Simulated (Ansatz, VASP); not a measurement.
# Au: VASP beside Ansatz

```
Au
1.0
     0.00000    3.27549    3.27549
     3.27549    0.00000    3.27549
     3.27549    3.27549    0.00000
Au
2
Direct
  0.12500 0.12500 0.12500
  0.87500 0.87500 0.87500
```

Alike in both runs: task single point; functional BLYP; k mesh 10 × 10 × 10; occupations fermi-dirac, width 0.1 eV; no spin polarisation.

|  | VASP | Ansatz |
| --- | --- | --- |
| version | VASP 6.6.1 | Ansatz 0.2.0 |
| potentials or method | VASP PAW PBE potentials, release 64 (Au), cutoff 520 eV | plane waves (420 eV) with PAW, scalar-relativistic |
| valence electrons in the cell | 22 | 38 |

|  | VASP | Ansatz | Ansatz less VASP |
| --- | --- | --- | --- |
| pressure (GPa) | -3.3 | -3.4 | -0.13 |

VASP's potentials were made for PBE, not for BLYP. VASP's potentials hold 22 valence electrons a cell and Ansatz's 38, so a difference there can come from the potentials and not from the codes.

Spin-orbit coupling is off throughout.
